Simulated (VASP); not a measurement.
# SnSe (F-43m) in VASP: settings compared

The runs below take SnSe through single point, with PBE, PBE+D4.

All numbers are computed with VASP 6.6.1; they aren't measurements. Logs are shortened: lines on timing, memory, paths and dates and some standing lists are left out, and cuts for length are marked.

### 1 The cell of the first run

The structure is cubic, space group F-43m (No. 216). The conventional cell has a = 6.728 Å, b = 6.728 Å, c = 6.728 Å, α = 90.00°, β = 90.00°, γ = 90.00°. Within 3.8 Å of Sn (site symmetry -43m) lie 4 Se at 2.91 Å. Se (site symmetry -43m) has 4 Sn at 2.91 Å within 3.8 Å.

### 2 Single point, PBE

The input, INCAR:

```
PREC = Accurate
ENCUT = 500
EDIFF = 1E-6
ISMEAR = -1
SIGMA = 0.02
LREAL = F
LASPH = T
NELM = 120
ALGO = Normal
ISIF = 2
LWAVE = F
LCHARG = F
GGA = PE
NBANDS = 17
GGA_COMPAT = F
```

The input, KPOINTS:

```
regular mesh
0
Gamma
  3 3 3
```

The input, POSCAR:

```
SnSe
1.0
    0.0000000000      3.3639842963      3.3639842963
    3.3639842963      0.0000000000      3.3639842963
    3.3639842963      3.3639842963      0.0000000000
Sn Se
1 1
Direct
    0.0000000000      0.0000000000      0.0000000000
    0.2500000000      0.2500000000      0.2500000000
```

Potentials or basis: VASP PAW PBE potentials, release 64 (Sn_d, Se).

The run is started by

```bash
$ cat potpaw_PBE.64/Sn_d/POTCAR potpaw_PBE.64/Se/POTCAR > POTCAR
$ mpirun -np 1 vasp_std > vasp.out
```

OUTCAR:

```text
PREC = Accurate
   ENCUT = 500
   EDIFF = 1E-6
   ISMEAR = -1
   LREAL = F
   LASPH = T
   NELM = 120
   ISIF = 2
   GGA = PE

 ion  position               nearest neighbor table
   1  0.000  0.000  0.000-   2 2.91   2 2.91   2 2.91   2 2.91
   2  0.250  0.250  0.250-   1 2.91   1 2.91   1 2.91   1 2.91

  LATTYP: Found a face centered cubic cell.
 ALAT       =     6.7279685926

  Lattice vectors:

 A1 = (   0.0000000000,   3.3639842963,   3.3639842963)
 A2 = (   3.3639842963,   0.0000000000,   3.3639842963)
 A3 = (   3.3639842963,   3.3639842963,   0.0000000000)

Analysis of symmetry for initial positions (statically):
=====================================================================
 Subroutine PRICEL returns:
 Original cell was already a primitive cell.

 Routine SETGRP: Setting up the symmetry group for a
 face centered cubic supercell.

 Subroutine GETGRP returns: Found 24 space group operations
 (whereof 24 operations were pure point group operations)
 out of a pool of 48 trial point group operations.

The static configuration has the point symmetry T_d .

Analysis of symmetry for dynamics (positions and initial velocities):
=====================================================================
 Subroutine PRICEL returns:
 Original cell was already a primitive cell.

 Routine SETGRP: Setting up the symmetry group for a
 face centered cubic supercell.

 Subroutine GETGRP returns: Found 24 space group operations
 (whereof 24 operations were pure point group operations)
 out of a pool of 48 trial point group operations.

The dynamic configuration has the point symmetry T_d .

 Subroutine INISYM returns: Found 24 space group operations
 (whereof 24 operations are pure point group operations),
 and found     1 'primitive' translations

----------------------------------------------------------------------------------------

                                     Primitive cell

  volume of cell :      76.1363

  direct lattice vectors                    reciprocal lattice vectors
     0.000000000  3.363984296  3.363984296    -0.148633274  0.148633274  0.148633274
     3.363984296  0.000000000  3.363984296     0.148633274 -0.148633274  0.148633274
     3.363984296  3.363984296  0.000000000     0.148633274  0.148633274 -0.148633274

  length of vectors
     4.757392215  4.757392215  4.757392215     0.257440382  0.257440382  0.257440382

  position of ions in fractional coordinates (direct lattice)
     0.000000000  0.000000000  0.000000000
     0.250000000  0.250000000  0.250000000

  ion indices of the primitive-cell ions
   primitive index   ion index
                 1           1
                 2           2

----------------------------------------------------------------------------------------

 KPOINTS: regular mesh

Automatic generation of k-mesh.
 Grid dimensions read from file:
 generate k-points for:    3    3    3

 Generating k-lattice:

  Cartesian coordinates                     Fractional coordinates (reciprocal lattice)
    -0.049544425  0.049544425  0.049544425     0.333333333  0.000000000  0.000000000
     0.049544425 -0.049544425  0.049544425     0.000000000  0.333333333  0.000000000
     0.049544425  0.049544425 -0.049544425     0.000000000  0.000000000  0.333333333

  Length of vectors
     0.085813461  0.085813461  0.085813461

  Shift w.r.t. Gamma in fractional coordinates (k-lattice)
     0.000000000  0.000000000  0.000000000

 Subroutine IBZKPT returns following result:
 ===========================================

 Found      4 irreducible k-points:

 Following reciprocal coordinates:
            Coordinates               Weight
  0.000000  0.000000  0.000000      1.000000
  0.333333  0.000000  0.000000      8.000000
  0.333333  0.333333  0.000000      6.000000
 -0.333333  0.333333  0.000000     12.000000
   k-points           NKPTS =      4   k-points in BZ     NKDIM =      4   number of bands    NBANDS=     17
   number of dos      NEDOS =    301   number of ions     NIONS =      2
   total plane-waves  NPLWV =  46656
   dimension x,y,z NGX =    36 NGY =   36 NGZ =   36
   dimension x,y,z NGXF=    72 NGYF=   72 NGZF=   72
   ions per type =               1   1
   NGX,Y,Z   is equivalent  to a cutoff of  12.58, 12.58, 12.58 a.u.
   NGXF,Y,Z  is equivalent  to a cutoff of  25.16, 25.16, 25.16 a.u.
 SYSTEM =  unknown system
   PREC   = accura    normal or accurate (medium, high low for compatibility)
   ISTART =      0    job   : 0-new  1-cont  2-samecut
   ICHARG =      2    charge: 1-file 2-atom 10-const
   ISPIN  =      1    spin polarized calculation?
   LNONCOLLINEAR =      F non collinear calculations
   LSORBIT =      F    spin-orbit coupling
   LASPH  =      T    aspherical Exc in radial PAW
   ENCUT  =  500.0 eV  36.75 Ry    6.06 a.u.   8.67  8.67  8.67*2*pi/ulx,y,z
   NELM   =    120;   NELMIN=  2; NELMDL= -5     # of ELM steps
   EDIFF  = 0.1E-05   stopping-criterion for ELM
   LREAL  =      F    real-space projection
   EDIFFG = 0.1E-04   stopping-criterion for IOM
   NSW    =      0    number of steps for IOM
   IBRION =     -1    ionic relax: 0-MD 1-quasi-New 2-CG
   NFREE  =      0    steps in history (QN), initial steepest desc. (CG)
   ISIF   =      2    stress and relaxation
   ISYM   =      2    0-nonsym 1-usesym 2-fastsym
   POTIM  = 0.5000    time-step for ionic-motion
   TEBEG  =    0.0;   TEEND  =   0.0 temperature during run
   PSTRESS=    0.0 pullay stress
   NELECT =      20.0000    total number of electrons
   NUPDOWN=      -1.0000    fix difference up-down
   EMIN   =  10.00;   EMAX   =-10.00  energy-range for DOS
   EFERMI =   0.00;   METHOD = LEGACY
   ISMEAR =    -1;   SIGMA  =   0.02  broadening in eV -4-tet -1-fermi 0-gaus
   EFERMI_NEDOS =   21; number of points for ismear=-14 and -15
   IALGO  =     38    algorithm
   IMIX   =      4    mixing-type and parameters
     AMIX     =   0.40;   BMIX     =  1.00
     AMIX_MAG =   1.60;   BMIX_MAG =  1.00
  volume/ion in A,a.u.               =      38.07       256.90
  Fermi-wavevector in a.u.,A,eV,Ry     =   1.048466  1.981313 14.956615  1.099280
  Thomas-Fermi vector in A             =   2.183388
   LORBIT       =      0    0 simple, 1 ext, 2 COOP (PROOUT), +10 PAW based schemes
   GGA     = PE    functional components
   LHFCALC =     F    Hartree Fock is set to
   AEXX    =    0.0000 exact exchange contribution
   IVDW    =     0    specifies the selected vdW correction
   LEPSILON=     F    determine dielectric tensor
   LRPA    =     F    only Hartree local field effects (RPA)
 non-spin polarized calculation
  energy-cutoff  :      500.00
  volume of cell :       76.14
 maximum number of plane-waves:      1948
 NGX is ok and might be reduce to    36
   NGX = 17   NGY = 17   NGZ = 17

 number of electron      20.0000008 magnetization

 Free energy of the ion-electron system (eV)
  ---------------------------------------------------
  ext. energy  EPLUGINS =         0.00000000
  ---------------------------------------------------
  free energy    TOTEN  =        -7.85090913 eV

  energy without entropy =       -7.85090913  energy(sigma->0) =       -7.85090913

 E-fermi :   2.7927     XC(G=0):  -7.8585

 val. band max:        2.3758686935   @ k =  -0.3333   0.3333   0.0000
 cond. band min:       3.1957000360   @ k =   0.3333   0.3333   0.0000
 fundamental gap:      0.8198313425
 Fermi energy:         2.7926691060

 k-point     1 :       0.0000    0.0000    0.0000
  band No.  band energies     occupation
      1     -18.7925      2.00000
      2     -18.7925      2.00000
      3     -18.7925      2.00000
      4     -18.7793      2.00000
      5     -18.7793      2.00000
      6     -10.3346      2.00000
[... 9 lines left out ...]
     16      10.4186      0.00000
     17      11.5890      0.00000

 k-point     2 :       0.3333    0.0000    0.0000
  band No.  band energies     occupation
      1     -18.7952      2.00000
      2     -18.7903      2.00000
      3     -18.7903      2.00000
      4     -18.7788      2.00000
      5     -18.7788      2.00000
      6     -10.0058      2.00000
[... 9 lines left out ...]
     16       9.9295      0.00000
     17      11.3924      0.00000

 k-point     3 :       0.3333    0.3333    0.0000
  band No.  band energies     occupation
      1     -18.7990      2.00000
      2     -18.7877      2.00000
      3     -18.7877      2.00000
      4     -18.7807      2.00000
      5     -18.7777      2.00000
      6      -9.8905      2.00000
[... 9 lines left out ...]
     16      11.6107      0.00000
     17      13.6287      0.00000

 k-point     4 :      -0.3333    0.3333    0.0000
  band No.  band energies     occupation
      1     -18.7978      2.00000
      2     -18.7884      2.00000
      3     -18.7876      2.00000
      4     -18.7796      2.00000
      5     -18.7783      2.00000
      6      -9.7548      2.00000
[... 9 lines left out ...]
     16      11.1710      0.00000
     17      13.1436      0.00000

------------------------ aborting loop because EDIFF is reached ----------------------------------------

  FORCE on cell =-STRESS in cart. coord.  units (eV):
  Direction    XX          YY          ZZ          XY          YZ          ZX
  --------------------------------------------------------------------------------------
  -------------------------------------------------------------------------------------
  Total       -0.0306609     -0.0306609     -0.0306609      0.0000000      0.0000000      0.0000000
  in kB       -0.6452141     -0.6452141     -0.6452141      0.0000000      0.0000000      0.0000000
  external PRESSURE =      -0.6452141 kB  Pullay stress =       0.0000000 kB

 VOLUME and BASIS-vectors are now :
 -----------------------------------------------------------------------------
  energy-cutoff  :      500.00
  volume of cell :       76.14
      direct lattice vectors                 reciprocal lattice vectors
     0.000000000  3.363984296  3.363984296    -0.148633274  0.148633274  0.148633274
     3.363984296  0.000000000  3.363984296     0.148633274 -0.148633274  0.148633274
     3.363984296  3.363984296  0.000000000     0.148633274  0.148633274 -0.148633274

 POSITION                                       TOTAL-FORCE (eV/Angst)
 -----------------------------------------------------------------------------------
      0.00000      0.00000      0.00000        -0.000000      0.000000     -0.000000
      1.68199      1.68199      1.68199         0.000000     -0.000000      0.000000
 -----------------------------------------------------------------------------------
    total drift:                               -0.000000     -0.000000     -0.000000

  FREE ENERGIE OF THE ION-ELECTRON SYSTEM (eV)
  ---------------------------------------------------
  free  energy   TOTEN  =        -7.8509091321 eV

  energy  without entropy=       -7.8509091314  energy(sigma->0) =       -7.85090913
```

Run time: 16 s. Hardware: 1 thread of Intel Xeon 8259CL, shared host; peak memory 0.2 GiB.

Results:

- Free energy: -7.8509 eV
- Pressure: -0.1 GPa
- Band gap on the k mesh: 0.82 eV (least direct gap 0.99 eV)

Caveat: the k points lie up to 0.54 Å⁻¹ apart; spin-orbit coupling is left out, which moves the levels of the heavy elements; an odd mesh through Γ misses points on the zone boundary, where band edges can lie.

### 3 Single point, PBE

The input, INCAR:

```
SYSTEM = SnSe
PREC = Accurate ; ENCUT = 500
EDIFF = 1E-6 ; ISMEAR = 0
SIGMA = 0.001 ; LREAL = .FALSE.
LASPH = .TRUE. ; NELM = 120
ALGO = Normal ; ISIF = 2
LWAVE = .FALSE. ; LCHARG = .FALSE.
GGA = PE ; NBANDS = 17
GGA_COMPAT = .FALSE.
```

The input, KPOINTS:

```
Automatic mesh
0
G
  4 4 4
  0 0 0
```

POSCAR is that of step 2.

Potentials or basis: VASP PAW PBE potentials, release 64 (Sn_d, Se).

The run is started by

```bash
$ cat potpaw_PBE.64/Sn_d/POTCAR potpaw_PBE.64/Se/POTCAR > POTCAR
$ mpirun -np 1 vasp_std > vasp.out
```

It took 20 s on 1 thread of Intel Xeon 8259CL, shared host; peak memory 0.2 GiB.

Results (log left out):

| Quantity | Value |
| --- | --- |
| Free energy | -7.7608 eV |
| Pressure | 0.3 GPa |
| Band gap on the k mesh | zero (filled and empty bands touch) |

Levels at points of the mesh, in eV from the Fermi level:
| k point | band 8 | band 9 | band 10 | band 11 | band 12 | band 13 |
| --- | --- | --- | --- | --- | --- | --- |
| (0.00, 0.00, 0.00) | -2.34 | -2.34 | -2.34 | 1.47 | 1.47 | 1.47 |
| (0.50, 0.00, 0.00) | -2.85 | -2.85 | -2.21 | 2.22 | 2.22 | 3.30 |
| (0.50, 0.50, 0.00) | -3.54 | -3.54 | -0.66 | 0.00 | 4.33 | 4.33 |

Caveat: the k points lie up to 0.40 Å⁻¹ apart; semilocal functionals underestimate gaps, so a narrow gap can read as zero; spin-orbit coupling is left out, which moves the levels of the heavy elements.

### 4 Single point, PBE

The input, INCAR:

```
SYSTEM = SnSe
PREC = Accurate
ENCUT = 500
EDIFF = 1E-6
ISMEAR = -1
SIGMA = 0.02
LREAL = .False.
LASPH = .True.
NELM = 120
ALGO = Normal
ISIF = 2
LWAVE = .False.
LCHARG = .False.
GGA = PE
NBANDS = 17
GGA_COMPAT = .False.
```

The input, KPOINTS:

```
Automatic mesh
0
Gamma
  4 4 4
  0 0 0
```

POSCAR is that of step 3.

Potentials or basis: VASP PAW PBE potentials, release 64 (Sn_d, Se).

The run is started by

```bash
$ cat potpaw_PBE.64/Sn_d/POTCAR potpaw_PBE.64/Se/POTCAR > POTCAR
$ mpirun -np 1 vasp_std > vasp.out
```

OUTCAR:

```text
SYSTEM = SnSe
   PREC = Accurate
   ENCUT = 500
   EDIFF = 1E-6
   ISMEAR = -1
   LREAL = .False.
   LASPH = .True.
   NELM = 120
   ISIF = 2
   GGA = PE

 ion  position               nearest neighbor table
   1  0.000  0.000  0.000-   2 2.91   2 2.91   2 2.91   2 2.91
   2  0.250  0.250  0.250-   1 2.91   1 2.91   1 2.91   1 2.91

  LATTYP: Found a face centered cubic cell.
 ALAT       =     6.7279685926

  Lattice vectors:

[... 327 lines left out ...]

------------------------ aborting loop because EDIFF is reached ----------------------------------------

  FORCE on cell =-STRESS in cart. coord.  units (eV):
  Direction    XX          YY          ZZ          XY          YZ          ZX
  --------------------------------------------------------------------------------------
  -------------------------------------------------------------------------------------
  Total        0.1003646      0.1003646      0.1003646     -0.0000000     -0.0000000     -0.0000000
  in kB        2.1120255      2.1120255      2.1120255     -0.0000000     -0.0000000     -0.0000000
  external PRESSURE =       2.1120255 kB  Pullay stress =       0.0000000 kB

 VOLUME and BASIS-vectors are now :
 -----------------------------------------------------------------------------
  energy-cutoff  :      500.00
  volume of cell :       76.14
      direct lattice vectors                 reciprocal lattice vectors
     0.000000000  3.363984296  3.363984296    -0.148633274  0.148633274  0.148633274
     3.363984296  0.000000000  3.363984296     0.148633274 -0.148633274  0.148633274
     3.363984296  3.363984296  0.000000000     0.148633274  0.148633274 -0.148633274

 POSITION                                       TOTAL-FORCE (eV/Angst)
 -----------------------------------------------------------------------------------
      0.00000      0.00000      0.00000        -0.000000     -0.000000     -0.000000
      1.68199      1.68199      1.68199         0.000000      0.000000      0.000000
 -----------------------------------------------------------------------------------
    total drift:                               -0.000000     -0.000000     -0.000000

  FREE ENERGIE OF THE ION-ELECTRON SYSTEM (eV)
  ---------------------------------------------------
  free  energy   TOTEN  =        -7.7643153693 eV

  energy  without entropy=       -7.7607350706  energy(sigma->0) =       -7.76252522
```

stdout:

```text
POSCAR found type information on POSCAR SnSe
 POSCAR found :  2 types and       2 ions
 scaLAPACK will be used
 LDA part: xc-table for (Slater+PW92), standard interpolation
 POSCAR, INCAR and KPOINTS ok, starting setup
 FFT: planning ... GRIDC
 FFT: planning ... GRID_SOFT
 FFT: planning ... GRID
 WAVECAR not read
 entering main loop
```

Run time: 28 s. Hardware: 1 thread of Intel Xeon 8259CL, shared host; peak memory 0.2 GiB.

Results:

* Free energy: -7.7643 eV
* Pressure: 0.2 GPa
* Band gap on the k mesh: zero (filled and empty bands touch)

Caveat: the k points lie up to 0.40 Å⁻¹ apart; semilocal functionals underestimate gaps, so a narrow gap can read as zero; spin-orbit coupling is left out, which moves the levels of the heavy elements.

### 5 Single point, PBE+D4

The input, INCAR:

```
SYSTEM = SnSe
  PREC = Accurate
  ENCUT = 500
  EDIFF = 1E-6
  ISMEAR = -1
  SIGMA = 0.02
  LREAL = .FALSE.
  LASPH = .TRUE.
  NELM = 120
  ALGO = Normal
  ISIF = 2
  LWAVE = .FALSE.
  LCHARG = .TRUE.
  GGA = PE
  IVDW = 13
  LELF = .TRUE.
  LVHAR = .TRUE.
  NBANDS = 17
  GGA_COMPAT = .FALSE.
```

The input, KPOINTS:

```
regular mesh
0
G
  4 4 4
  0 0 0
```

POSCAR is that of step 4.

The run is started by

```bash
$ cat potpaw_PBE.64/Sn_d/POTCAR potpaw_PBE.64/Se/POTCAR > POTCAR
$ mpirun -np 1 vasp_std > vasp.out
```

Wall time 25 s (1 thread of Intel Xeon 8259CL, shared host); peak memory 0.2 GiB.

Results (log left out):

```yaml
Free_energy: -8.3508 eV
Pressure: -1.1 GPa
Band_gap_on_the_k_mesh: zero (filled and empty bands touch)
Dispersion_energy_per_atom: -0.293 eV
```

Levels at points of the mesh, in eV from the Fermi level:
| k point | band 6 | band 7 | band 8 | band 9 | band 10 | band 11 | band 12 | band 13 | band 14 | band 15 |
| --- | --- | --- | --- | --- | --- | --- | --- | --- | --- | --- |
| (0.00, 0.00, 0.00) | -13.34 | -5.35 | -2.35 | -2.35 | -2.35 | 1.45 | 1.45 | 1.45 | 4.78 | 7.41 |
| (0.50, 0.00, 0.00) | -12.88 | -7.21 | -2.86 | -2.86 | -2.22 | 2.21 | 2.21 | 3.29 | 6.31 | 7.39 |
| (0.50, 0.50, 0.00) | -12.72 | -7.48 | -3.55 | -3.55 | -0.67 | -0.01 | 4.31 | 4.31 | 5.54 | 7.28 |

Caveat: the k points lie up to 0.40 Å⁻¹ apart; semilocal functionals underestimate gaps, so a narrow gap can read as zero; spin-orbit coupling is left out, which moves the levels of the heavy elements.

### 6 Summary

```csv
level,k mesh,smearing,gap on the mesh (eV),pressure (GPa)
PBE,3 × 3 × 3,fermi-dirac 0.02 eV,0.82,-0.1
PBE,4 × 4 × 4,gaussian 0.001 eV,none,0.3
PBE,4 × 4 × 4,fermi-dirac 0.02 eV,none,0.2
PBE+D4,4 × 4 × 4,fermi-dirac 0.02 eV,none,-1.1
```

Alike in all rows: task single point; potentials or basis VASP PAW PBE potentials, release 64 (Sn_d, Se); no spin polarisation; cell as given; cutoff (eV) 500.

Caveats: all runs use coarse meshes; spin-orbit coupling is left out, which moves the levels of the heavy elements; semilocal functionals underestimate gaps, so a narrow gap can read as zero (at least some runs); an odd mesh through Γ misses points on the zone boundary, where band edges can lie (at least some runs).

Absolute energies hang on the potentials; compare differences alone.
